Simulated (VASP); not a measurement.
Here is a VASP 6.6.1 calculation.

File INCAR:

```
SYSTEM = KTaS3
  PREC = Accurate
  ENCUT = 520
  EDIFF = 1E-6
  ISMEAR = 0
  SIGMA = 0.1
  LREAL = .FALSE.
  LASPH = .TRUE.
  NELM = 80
  ALGO = Normal
  ISIF = 2
  LWAVE = .FALSE.
  LCHARG = .FALSE.
  GGA = PE
  NBANDS = 49
```

Contents of KPOINTS:

```
regular mesh
0
G
  6 6 8
  0 0 0
```

Contents of POSCAR:

```
KTaS3
1.0
    6.8222881523      0.0000000000      0.0000000000
    0.0000000000      6.8222881523      0.0000000000
    0.0000000000      0.0000000000      4.8943910760
K Ta S
2 2 6
Direct
    0.0000000000      0.5000000000      0.5000000000
    0.5000000000      0.0000000000      0.5000000000
    0.5000000000      0.5000000000      0.0000000000
    0.0000000000      0.0000000000      0.0000000000
    0.7857933101      0.2857933101      0.0000000000
    0.7142066899      0.7857933101      0.0000000000
    0.5000000000      0.5000000000      0.5000000000
    0.2142066899      0.7142066899      0.0000000000
    0.2857933101      0.2142066899      0.0000000000
    0.0000000000      0.0000000000      0.5000000000
```

Potentials or basis: VASP PAW PBE potentials, release 64 (K_sv, Ta_pv, S).

The run is started by

```sh
$ cat potpaw_PBE.64/K_sv/POTCAR potpaw_PBE.64/Ta_pv/POTCAR potpaw_PBE.64/S/POTCAR > POTCAR
$ mpirun -np 1 vasp_std > vasp.out
```

Question: Estimate the band gap on the k mesh.

Answer: Zero (bands 38 and 39 overlap by 0.53 eV).

Question: Estimate the pressure.

Answer: 0.0 GPa.

Forces on the atoms (eV/Å):
```
K    0.000  0.000  0.000
K    0.000  0.000  0.000
Ta   0.000  0.000  0.000
Ta   0.000  0.000  0.000
S   -0.002 -0.002  0.000
S    0.002 -0.002  0.000
S    0.000  0.000  0.000
S    0.002  0.002  0.000
S   -0.002  0.002  0.000
S    0.000  0.000  0.000
```

Caveat: spin-orbit coupling is left out, which moves the levels of the heavy elements.
